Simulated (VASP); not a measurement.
Wanted: the native input for a VASP 6.6.1 run.

```
Task                   : single point
Functional             : PBE
Dispersion             : D3(BJ)
Potentials or basis    : VASP PAW PBE potentials, release 64 (Bi_d)
Cutoff                 : 520 eV
k mesh                 : 12 × 12 × 4
Occupations            : gaussian, width 0.1 eV
Spin                   : no spin polarisation
Dipole correction      : no
Further INCAR settings : ALGO = Normal; EDIFF = 1e-06; NBANDS = 38
```

The structure of Bi lies in POSCAR:

```
Bi
1.0
    3.4701184364      0.0000000000      0.0000000000
   -1.7350592182      3.0052107200      0.0000000000
    0.0000000000      0.0000000000     11.5719500486
Bi
4
Direct
    0.0000000000      0.0000000000      0.0000000000
    0.3333333333      0.6666666667      0.2500000000
    0.0000000000      0.0000000000      0.5000000000
    0.6666666667      0.3333333333      0.7500000000
```

One way to write it, as run:

INCAR

```
PREC = Accurate
ENCUT = 520
EDIFF = 1E-6
ISMEAR = 0
SIGMA = 0.1
LREAL = False
LASPH = True
NELM = 60
ALGO = Normal
ISIF = 2
LWAVE = False
LCHARG = False
GGA = PE
IVDW = 12
NBANDS = 38
```

KPOINTS

```
Automatic mesh
0
Gamma
  12 12 4
```

Potentials or basis: VASP PAW PBE potentials, release 64 (Bi_d).

The run is started by

```bash
$ cat potpaw_PBE.64/Bi_d/POTCAR > POTCAR
$ mpirun -np 1 vasp_std > vasp.out
```

Results of the run:

```
Pressure                   : -0.1 GPa
Band gap on the k mesh     : zero (band 30 reaches 12.81 eV, above the bottom of band 31 at 6.08 eV)
Dispersion energy per atom : -0.522 eV
```

Caveat: spin-orbit coupling is left out, which moves the levels of the heavy elements; pairwise dispersion overbinds metals, which lowers pressure and volume.

It took 2 min on 1 thread of AMD EPYC 9R45 96-Core Processor (Zen 5), with other jobs on the host, peak memory 0.33 GiB.
